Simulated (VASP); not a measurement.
Input of a VASP 6.6.1 run:

The input INCAR:

```
ALGO = Normal
EDIFF = 1E-6
ENCUT = 500
GGA = PS
GGA_COMPAT = F
ISIF = 2
ISMEAR = 0
LASPH = T
LCHARG = T
LELF = T
LREAL = F
LVHAR = T
LWAVE = F
NBANDS = 17
NELM = 120
PREC = Accurate
SIGMA = 0.1
```

KPOINTS

```
k-points
0
Gamma
  12 12 6
```

The input POSCAR:

```
Ba
1.0
    4.3343166054      0.0000000000      0.0000000000
   -2.1671583027      3.7536282883      0.0000000000
    0.0000000000      0.0000000000      7.0891759309
Ba
2
Direct
    0.3333333333      0.6666666667      0.2500000000
    0.6666666667      0.3333333333      0.7500000000
```

Potentials or basis: VASP PAW PBE potentials, release 64 (Ba_sv).

The run is started by

```console
$ cat potpaw_PBE.64/Ba_sv/POTCAR > POTCAR
$ mpirun -np 1 vasp_std > vasp.out
```

Q: Predict the pressure.

A: 0.1 GPa.

Q: Predict the band gap on the k mesh.

A: Zero (band 10 reaches 2.05 eV, above the bottom of band 11 at 1.60 eV).

Caveat: the PAW data sets were made with another functional, which shifts forces and pressure a little; spin-orbit coupling is left out, which moves the levels of the heavy elements.
